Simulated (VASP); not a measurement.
## GaSb: single point with PBEsol

Crystal: GaSb.

```
Ga Sb
1.0
     0.00000    3.13200    2.90283
     3.13200    0.00000    2.90283
     3.13200    3.13200    0.00000
Ga Sb
1 1
Direct
  0.00000 0.00000 0.00000
  0.75000 0.75000 0.75000
```

This cell differs from its parent crystal: strain +0.025 along x and y, -0.050 along z.

- Program: VASP 6.6.1
- Task: single point
- Functional: PBEsol
- Potentials or basis: VASP PAW PBE potentials, release 64 (Ga_d, Sb)
- Cutoff: 520 eV
- k mesh: 18 × 18 × 18
- Occupations: gaussian, width 0.15 eV
- Spin: no spin polarisation

```
Pressure               : 0.1 GPa
Band gap on the k mesh : 0.18 eV (least direct gap 0.27 eV)
```

Stress tensor (GPa, compression positive):
```
-0.81  0.00  0.00
 0.00 -0.81  0.00
 0.00  0.00  2.03
```

Levels at points of the mesh, in eV from the valence-band top:
```tsv
k point	band 6	band 7	band 8	band 9	band 10	band 11	band 12	band 13
(0.00, 0.00, 0.00)	-11.61	-0.21	-0.21	-0.09	0.18	2.57	2.79	2.79
(0.50, 0.00, 0.00)	-9.96	-6.49	-1.51	-0.97	0.21	3.43	3.94	6.30
(0.50, 0.50, 0.00)	-8.95	-6.69	-2.97	-2.97	0.39	0.79	8.64	8.64
(0.50, 0.00, 0.50)	-9.22	-7.04	-2.54	-2.48	0.96	1.24	8.30	8.36
```

Run time: 5.5 min on 1 thread of Intel(R) Xeon(R) 6975P-C (Granite Rapids), with other jobs on the host, peak memory 0.56 GiB.

Caveat: the cell differs from its parent crystal (strain +0.025 along x and y, -0.050 along z); semilocal functionals underestimate gaps, and a narrow one can read as zero; the PAW data sets were made with another functional, which shifts forces and pressure a little; spin-orbit coupling is left out, which moves the levels of the heavy elements. A k mesh can miss the band edges.
